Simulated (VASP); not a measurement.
# Ge5Sb (P-43m) in VASP: a series of runs

The runs below take Ge5Sb through single point, relaxation of cell and atoms, with PBE.

All numbers are computed with VASP 6.6.1; they aren't measurements. Logs are shortened: lines on timing, memory, paths and dates and some standing lists are left out, and cuts for length are marked.

## 1. The cell of the first run

It takes space group P-43m (No. 215, cubic). The conventional cell has a = 5.909 Å, b = 5.909 Å, c = 5.909 Å, α = 90.00°, β = 90.00°, γ = 90.00°. Ge (site symmetry 3m) has 1 Ge at 2.46 Å and 1 Sb at 2.66 Å within 3.2 Å. Within 3.2 Å of Ge (site symmetry -43m) lie 4 Ge at 2.46 Å. Within 3.5 Å of Sb (site symmetry -43m) lie 4 Ge at 2.66 Å.

The cell was generated, and may not be a known phase.

## 2. Single point, PBE

INCAR reads:

```
SYSTEM = Ge5Sb
ALGO     = Normal         ! electronic algorithm
EDIFF    = 1E-6           ! SCF threshold, eV
ENCUT    = 520            ! plane-wave cutoff, eV
GGA      = PE             ! functional
ISIF     = 2              ! what is computed and relaxed
ISMEAR   = 0              ! smearing method
LASPH    = .TRUE.         ! aspherical terms in the spheres
LCHARG   = .TRUE.         ! write CHGCAR
LELF     = .TRUE.         ! ELF
LREAL    = .FALSE.        ! projectors in reciprocal space
LVHAR    = .TRUE.       
LWAVE    = .FALSE.        ! write WAVECAR
NBANDS   = 46             ! bands
NELM     = 100            ! most SCF steps
PREC     = Accurate       ! precision mode
SIGMA    = 0.1            ! smearing width, eV
```

KPOINTS reads:

```
k-points
0
G
  6 6 6
  0 0 0
```

POSCAR reads:

```
Ge5Sb
1.0
    5.9090840508      0.0000000000      0.0000000000
    0.0000000000      5.9090840508      0.0000000000
    0.0000000000      0.0000000000      5.9090840508
Ge Sb
5 1
Direct
    0.7399363848      0.7399363848      0.7399363848
    0.2600636152      0.2600636152      0.7399363848
    0.2600636152      0.7399363848      0.2600636152
    0.7399363848      0.2600636152      0.2600636152
    0.5000000000      0.5000000000      0.5000000000
    0.0000000000      0.0000000000      0.0000000000
```

Potentials or basis: VASP PAW PBE potentials, release 64 (Ge_d, Sb).

Launch:

```bash
$ cat potpaw_PBE.64/Ge_d/POTCAR potpaw_PBE.64/Sb/POTCAR > POTCAR
$ mpirun -np 1 vasp_std > vasp.out
```

OUTCAR:

```text
SYSTEM = Ge5Sb
   EDIFF = 1E-6
   ENCUT = 520
   GGA = PE
   ISIF = 2
   ISMEAR = 0
   LASPH = .TRUE.
   LREAL = .FALSE.
   NELM = 100
   PREC = Accurate

 ion  position               nearest neighbor table
   1  0.740  0.740  0.740-   5 2.46   6 2.66
   2  0.260  0.260  0.740-   5 2.46   6 2.66
   3  0.260  0.740  0.260-   5 2.46   6 2.66
   4  0.740  0.260  0.260-   5 2.46   6 2.66
   5  0.500  0.500  0.500-   1 2.46   2 2.46   3 2.46   4 2.46
   6  0.000  0.000  0.000-   1 2.66   2 2.66   3 2.66   4 2.66

  LATTYP: Found a simple cubic cell.
 ALAT       =     5.9090840508

  Lattice vectors:

 A1 = (   5.9090840508,   0.0000000000,   0.0000000000)
 A2 = (   0.0000000000,   5.9090840508,   0.0000000000)
 A3 = (   0.0000000000,   0.0000000000,   5.9090840508)

Analysis of symmetry for initial positions (statically):
=====================================================================
 Subroutine PRICEL returns:
 Original cell was already a primitive cell.

 Routine SETGRP: Setting up the symmetry group for a
 simple cubic supercell.

 Subroutine GETGRP returns: Found 24 space group operations
 (whereof 24 operations were pure point group operations)
 out of a pool of 48 trial point group operations.

The static configuration has the point symmetry T_d .

Analysis of symmetry for dynamics (positions and initial velocities):
=====================================================================
 Subroutine PRICEL returns:
 Original cell was already a primitive cell.

 Routine SETGRP: Setting up the symmetry group for a
 simple cubic supercell.

 Subroutine GETGRP returns: Found 24 space group operations
 (whereof 24 operations were pure point group operations)
 out of a pool of 48 trial point group operations.

The dynamic configuration has the point symmetry T_d .

 Subroutine INISYM returns: Found 24 space group operations
 (whereof 24 operations are pure point group operations),
 and found     1 'primitive' translations

----------------------------------------------------------------------------------------

                                     Primitive cell

  volume of cell :     206.3291

  direct lattice vectors                    reciprocal lattice vectors
     5.909084051  0.000000000  0.000000000     0.169230966  0.000000000  0.000000000
     0.000000000  5.909084051  0.000000000     0.000000000  0.169230966  0.000000000
     0.000000000  0.000000000  5.909084051     0.000000000  0.000000000  0.169230966

  length of vectors
     5.909084051  5.909084051  5.909084051     0.169230966  0.169230966  0.169230966

  position of ions in fractional coordinates (direct lattice)
     0.739936385  0.739936385  0.739936385
     0.260063615  0.260063615  0.739936385
     0.260063615  0.739936385  0.260063615
     0.739936385  0.260063615  0.260063615
     0.500000000  0.500000000  0.500000000
     0.000000000  0.000000000  0.000000000

  ion indices of the primitive-cell ions
   primitive index   ion index
                 1           1
                 2           2
                 3           3
                 4           4
                 5           5
                 6           6

----------------------------------------------------------------------------------------

 KPOINTS: k-points

Automatic generation of k-mesh.
 Grid dimensions read from file:
 generate k-points for:    6    6    6

 Generating k-lattice:

  Cartesian coordinates                     Fractional coordinates (reciprocal lattice)
     0.028205161  0.000000000  0.000000000     0.166666667  0.000000000  0.000000000
     0.000000000  0.028205161  0.000000000     0.000000000  0.166666667  0.000000000
     0.000000000  0.000000000  0.028205161     0.000000000  0.000000000  0.166666667

  Length of vectors
     0.028205161  0.028205161  0.028205161

  Shift w.r.t. Gamma in fractional coordinates (k-lattice)
     0.000000000  0.000000000  0.000000000

 Subroutine IBZKPT returns following result:
 ===========================================

 Found     20 irreducible k-points:

 Following reciprocal coordinates:
            Coordinates               Weight
  0.000000  0.000000  0.000000      1.000000
  0.166667  0.000000  0.000000      6.000000
  0.333333  0.000000  0.000000      6.000000
  0.500000  0.000000  0.000000      3.000000
  0.166667  0.166667  0.000000     12.000000
  0.333333  0.166667  0.000000     24.000000
[... 12 lines left out ...]
  0.500000  0.500000  0.333333      6.000000
  0.500000  0.500000  0.500000      1.000000
   k-points           NKPTS =     20   k-points in BZ     NKDIM =     20   number of bands    NBANDS=     46
   number of dos      NEDOS =    301   number of ions     NIONS =      6
   total plane-waves  NPLWV = 110592
   dimension x,y,z NGX =    48 NGY =   48 NGZ =   48
   dimension x,y,z NGXF=    96 NGYF=   96 NGZF=   96
   ions per type =               5   1
   NGX,Y,Z   is equivalent  to a cutoff of  13.50, 13.50, 13.50 a.u.
   NGXF,Y,Z  is equivalent  to a cutoff of  27.01, 27.01, 27.01 a.u.
 SYSTEM =  Ge5Sb
   PREC   = accura    normal or accurate (medium, high low for compatibility)
   ISTART =      0    job   : 0-new  1-cont  2-samecut
   ICHARG =      2    charge: 1-file 2-atom 10-const
   ISPIN  =      1    spin polarized calculation?
   LNONCOLLINEAR =      F non collinear calculations
   LSORBIT =      F    spin-orbit coupling
   LASPH  =      T    aspherical Exc in radial PAW
   ENCUT  =  520.0 eV  38.22 Ry    6.18 a.u.  10.99 10.99 10.99*2*pi/ulx,y,z
   NELM   =    100;   NELMIN=  2; NELMDL= -5     # of ELM steps
   EDIFF  = 0.1E-05   stopping-criterion for ELM
   LREAL  =      F    real-space projection
[... 7 lines left out ...]
   TEBEG  =    0.0;   TEEND  =   0.0 temperature during run
   PSTRESS=    0.0 pullay stress
   NELECT =      75.0000    total number of electrons
   NUPDOWN=      -1.0000    fix difference up-down
   EMIN   =  10.00;   EMAX   =-10.00  energy-range for DOS
   EFERMI =   0.00;   METHOD = LEGACY
   ISMEAR =     0;   SIGMA  =   0.10  broadening in eV -4-tet -1-fermi 0-gaus
   EFERMI_NEDOS =   21; number of points for ismear=-14 and -15
   IALGO  =     38    algorithm
   IMIX   =      4    mixing-type and parameters
     AMIX     =   0.40;   BMIX     =  1.00
     AMIX_MAG =   1.60;   BMIX_MAG =  1.00
  volume/ion in A,a.u.               =      34.39       232.06
  Fermi-wavevector in a.u.,A,eV,Ry     =   1.168356  2.207872 18.572702  1.365055
  Thomas-Fermi vector in A             =   2.304843
   LORBIT       =      0    0 simple, 1 ext, 2 COOP (PROOUT), +10 PAW based schemes
   GGA     = PE    functional components
   LHFCALC =     F    Hartree Fock is set to
   AEXX    =    0.0000 exact exchange contribution
   IVDW    =     0    specifies the selected vdW correction
   LEPSILON=     F    determine dielectric tensor
   LRPA    =     F    only Hartree local field effects (RPA)
 non-spin polarized calculation
 Gauss-broadening in eV      SIGMA  =   0.10
  energy-cutoff  :      520.00
  volume of cell :      206.33
 maximum number of plane-waves:      5593
 NGX is ok and might be reduce to    48
   NGX = 21   NGY = 21   NGZ = 21

 number of electron      75.0000027 magnetization

 Free energy of the ion-electron system (eV)
  ---------------------------------------------------
  ext. energy  EPLUGINS =         0.00000000
  ---------------------------------------------------
  free energy    TOTEN  =       -20.50582999 eV

  energy without entropy =      -20.47575487  energy(sigma->0) =      -20.49079243

 E-fermi :   2.3766     XC(G=0):  -8.3343

 val. band max:        2.3324379432   @ k =   0.1667   0.1667   0.0000
 cond. band min:       2.3809385189   @ k =   0.3333   0.3333   0.1667
 fundamental gap:      0.0485005757
 Fermi energy:         2.3766037846

 k-point     1 :       0.0000    0.0000    0.0000
  band No.  band energies     occupation
      1     -22.5196      2.00000
      2     -22.5196      2.00000
      3     -22.5196      2.00000
      4     -22.4686      2.00000
      5     -22.4686      2.00000
      6     -22.4665      2.00000
[... 38 lines left out ...]
     45       4.2075      0.00000
     46       7.0983      0.00000

 k-point     2 :       0.1667    0.0000    0.0000
  band No.  band energies     occupation
      1     -22.5207      2.00000
      2     -22.5197      2.00000
      3     -22.5197      2.00000
      4     -22.4685      2.00000
      5     -22.4683      2.00000
      6     -22.4667      2.00000
[... 38 lines left out ...]
     45       4.5490      0.00000
     46       6.9321      0.00000

 k-point     3 :       0.3333    0.0000    0.0000
  band No.  band energies     occupation
      1     -22.5227      2.00000
      2     -22.5199      2.00000
      3     -22.5199      2.00000
      4     -22.4681      2.00000
      5     -22.4676      2.00000
      6     -22.4670      2.00000
[... 38 lines left out ...]
     45       5.6298      0.00000
     46       6.5329      0.00000

 k-point     4 :       0.5000    0.0000    0.0000
  band No.  band energies     occupation
      1     -22.5237      2.00000
      2     -22.5199      2.00000
      3     -22.5199      2.00000
      4     -22.4678      2.00000
      5     -22.4672      2.00000
      6     -22.4669      2.00000
[... 724 lines left out ...]
     45       5.0714      0.00000
     46       7.5295      0.00000

 k-point    19 :       0.5000    0.5000    0.3333
  band No.  band energies     occupation
      1     -22.5206      2.00000
      2     -22.5198      2.00000
      3     -22.5198      2.00000
      4     -22.4670      2.00000
      5     -22.4670      2.00000
      6     -22.4669      2.00000
[... 38 lines left out ...]
     45       4.5935      0.00000
     46       7.5025      0.00000

 k-point    20 :       0.5000    0.5000    0.5000
  band No.  band energies     occupation
      1     -22.5196      2.00000
      2     -22.5196      2.00000
      3     -22.5196      2.00000
      4     -22.4670      2.00000
      5     -22.4670      2.00000
      6     -22.4670      2.00000
[... 38 lines left out ...]
     45       4.2637      0.00000
     46       7.4940      0.00000

------------------------ aborting loop because EDIFF is reached ----------------------------------------

  FORCE on cell =-STRESS in cart. coord.  units (eV):
  Direction    XX          YY          ZZ          XY          YZ          ZX
  --------------------------------------------------------------------------------------
  -------------------------------------------------------------------------------------
  Total        0.0431447      0.0431447      0.0431447     -0.0000000     -0.0000000      0.0000000
  in kB        0.3350252      0.3350252      0.3350252     -0.0000000     -0.0000000      0.0000000
  external PRESSURE =       0.3350252 kB  Pullay stress =       0.0000000 kB

 VOLUME and BASIS-vectors are now :
 -----------------------------------------------------------------------------
  energy-cutoff  :      520.00
  volume of cell :      206.33
      direct lattice vectors                 reciprocal lattice vectors
     5.909084051  0.000000000  0.000000000     0.169230966  0.000000000  0.000000000
     0.000000000  5.909084051  0.000000000     0.000000000  0.169230966  0.000000000
     0.000000000  0.000000000  5.909084051     0.000000000  0.000000000  0.169230966

 POSITION                                       TOTAL-FORCE (eV/Angst)
 -----------------------------------------------------------------------------------
      4.37235      4.37235      4.37235        -0.012636     -0.012636     -0.012636
      1.53674      1.53674      4.37235         0.012636      0.012636     -0.012636
      1.53674      4.37235      1.53674         0.012636     -0.012636      0.012636
      4.37235      1.53674      1.53674        -0.012636      0.012636      0.012636
      2.95454      2.95454      2.95454         0.000000     -0.000000      0.000000
      0.00000      0.00000      0.00000         0.000000     -0.000000     -0.000000
 -----------------------------------------------------------------------------------
    total drift:                               -0.000000     -0.000000     -0.000000

  FREE ENERGIE OF THE ION-ELECTRON SYSTEM (eV)
  ---------------------------------------------------
  free  energy   TOTEN  =       -20.5058299865 eV

  energy  without entropy=      -20.4757548745  energy(sigma->0) =      -20.49079243
```

It took 3.9 min on 1 thread of Intel Xeon Platinum 8375C at 2.90GHz (Ice Lake), shared host; peak memory 0.4 GiB.

What came out:

| Property | Result |
| --- | --- |
| Free energy | -20.5058 eV |
| Pressure | 0.0 GPa |
| Largest force | 0.022 eV/Å |
| Band gap on the k mesh | zero (an odd number of electrons rules out a gap without spin polarisation) |

Forces on the atoms (eV/Å):
```
Ge  -0.013 -0.013 -0.013
Ge   0.013  0.013 -0.013
Ge   0.013 -0.013  0.013
Ge  -0.013  0.013  0.013
Ge   0.000  0.000  0.000
Sb   0.000  0.000  0.000
```

Caveat: spin-orbit coupling is left out, which moves the levels of the heavy elements; an odd number of electrons without spin polarisation forces a metal; a magnetic or distorted state may lie lower.

(Continued in part 2 of 2.)

The gap in the log of VASP goes by the Fermi energy; the results here count the filled bands.